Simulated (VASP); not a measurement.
Wanted: the native input for a VASP 6.6.1 run.

```
Task                   : relaxation of cell and atoms
Functional             : PBEsol
Potentials or basis    : VASP PAW PBE potentials, release 64 (La)
Cutoff                 : 600 eV
k mesh                 : 9 × 9 × 9
Occupations            : fermi-dirac, width 0.05 eV
Spin                   : no spin polarisation
Target pressure        : 20 GPa
Dipole correction      : no
Further INCAR settings : ALGO = Normal; EDIFF = 1e-07; IBRION = 2; EDIFFG = -0.02; NSW = 80; ISIF = 3
```

The structure of La lies in POSCAR:

```
La
1.0
   -2.1238310710      2.1238310710      2.1238310710
    2.1238310710     -2.1238310710      2.1238310710
    2.1238310710      2.1238310710     -2.1238310710
La
1
Direct
    0.0000000000      0.0000000000      0.0000000000
```

These files were run (other wordings do the same):

INCAR

```
ALGO = Normal
EDIFF = 1E-7
EDIFFG = -0.02
ENCUT = 600
GGA = PS
IBRION = 2
ISIF = 3
ISMEAR = -1
LASPH = T
LCHARG = F
LREAL = F
LWAVE = F
NELM = 60
NSW = 80
PREC = Accurate
PSTRESS = 200.0
SIGMA = 0.05
```

KPOINTS

```
k-points
0
Gamma
  9 9 9
```

Potentials or basis: VASP PAW PBE potentials, release 64 (La).

Launch:

```sh
$ cat potpaw_PBE.64/La/POTCAR > POTCAR
$ mpirun -np 1 vasp_std > vasp.out
```

It gave:

The relaxed volume is 23.54 Å³/atom and the relaxed cell is a = 3.127 Å, b = 3.127 Å, c = 3.127 Å, α = 109.47°, β = 109.47°, γ = 109.47°. The space group after relaxing (to 0.05 Å) is Im-3m (No. 229) and the energy change on relaxing (the enthalpy is what falls) is +464.0 meV/atom. The ionic steps are 5. The pressure after relaxing is 20.0 GPa.

Caveat: the cell is relaxed towards a set pressure, so the enthalpy falls and the energy may rise; the volume moved by over 15 % at a fixed basis, so the end points are rough; the PAW data sets were made with another functional, which shifts forces and pressure a little.

Run time: 99 s on 1 thread of Intel(R) Xeon(R) Platinum 8375C CPU @ 2.90GHz (Ice Lake), on a shared host, peak memory 0.21 GiB.
